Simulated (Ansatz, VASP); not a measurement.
**One calculation of SiO2, two programs**

```
Si O
1.0
    -2.34196    2.34196    3.69340
     2.34196   -2.34196    3.69340
     2.34196    2.34196   -3.69340
Si O
2 4
Direct
  0.00000 0.00000 0.00000
  0.75000 0.25000 0.50000
  0.99838 0.62500 0.87338
  0.37500 0.24838 0.37338
  0.75162 0.12500 0.12662
  0.87500 0.00162 0.62662
```

Change from the starting cell: volume scaled by 0.96, crystal datasets.

Alike in both runs: task electric field gradients; functional PBEsol; k mesh 7 × 7 × 7; occupations fermi-dirac, width 0.03 eV; no spin polarisation.

```csv
,VASP,Ansatz
version,VASP 6.6.1,Ansatz 0.2.0
potentials or method,"VASP PAW PBE potentials, release 64 (Si, O), cutoff 520 eV","all-electron PAW with datasets made for the crystal, scalar-relativistic"
```

```csv
,VASP,Ansatz,Ansatz less VASP
gap on the k mesh at the Fermi level (eV),6.23,6.24,+0.009
pressure (GPa),9.3,8.6,-0.76
"traceless stress, the component that is largest in VASP (GPa)",-1.14,-1.22,-0.088
rms of the force components (eV/Å),0.278,0.257,-0.0206
size of Vzz on the site where it differs most (V/Å²),76.7,79.0,+2.26
```

VASP's potentials were made for PBE, not for PBEsol. Atom by atom the forces differ by 0.021 eV/Å (rms over components). Ansatz ran all-electron here, and VASP with PAW potentials.
